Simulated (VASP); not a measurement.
Write the native input for VASP 6.6.1 that does the following.

- Task: single point
- Functional: LDA
- Potentials or basis: VASP PAW LDA potentials, release 64 (Si, C)
- Cutoff: 520 eV
- k mesh: 10 × 10 × 10
- Occupations: gaussian, width 0.01 eV
- Spin: no spin polarisation
- Dipole correction: no
- Further INCAR settings: ALGO = Normal; EDIFF = 1e-07; NBANDS = 11

The structure of SiC lies in POSCAR:

```
SiC
1.0
    2.1211956799      2.1211956799      0.0000000000
   -2.1211956799      2.1211956799      0.0000000000
    0.0000000000      2.1211956799      2.1943214682
Si C
1 1
Direct
    0.0000000000      0.0000000000      0.0000000000
    0.7500000000      0.2500000000      0.5000000000
```

This cell differs from its parent crystal: film at in-plane strain -0.02.

These files were run (other wordings do the same):

INCAR

```
ALGO     = Normal         # electronic algorithm
EDIFF    = 1E-7           # SCF threshold, eV
ENCUT    = 520            # plane-wave cutoff, eV
ISIF     = 2              # what is computed and relaxed
ISMEAR   = 0              # smearing method
LASPH    = T              # aspherical terms in the spheres
LCHARG   = T              # write CHGCAR
LELF     = T              # ELF
LREAL    = F              # projectors in reciprocal space
LVHAR    = T            
LWAVE    = F              # write WAVECAR
NBANDS   = 11             # bands
NELM     = 100            # most SCF steps
PREC     = Accurate       # precision mode
SIGMA    = 0.01           # smearing width, eV
```

KPOINTS

```
k-points
0
Gamma
  10 10 10
```

Potentials or basis: VASP PAW LDA potentials, release 64 (Si, C).

The run is started by

```console
$ cat potpaw_LDA.64/Si/POTCAR potpaw_LDA.64/C/POTCAR > POTCAR
$ mpirun -np 1 vasp_std > vasp.out
```

It gave:

| Quantity | Value |
| --- | --- |
| Pressure | 6.8 GPa |
| Band gap on the k mesh | 1.08 eV, indirect (least direct gap 4.51 eV) |

Caveat: the cell differs from its parent crystal (film at in-plane strain -0.02).

It took 24 s on 1 thread of Intel(R) Xeon(R) Platinum 8259CL CPU @ 2.50GHz (Skylake/Cascade Lake), on a shared host, peak memory 0.13 GiB.
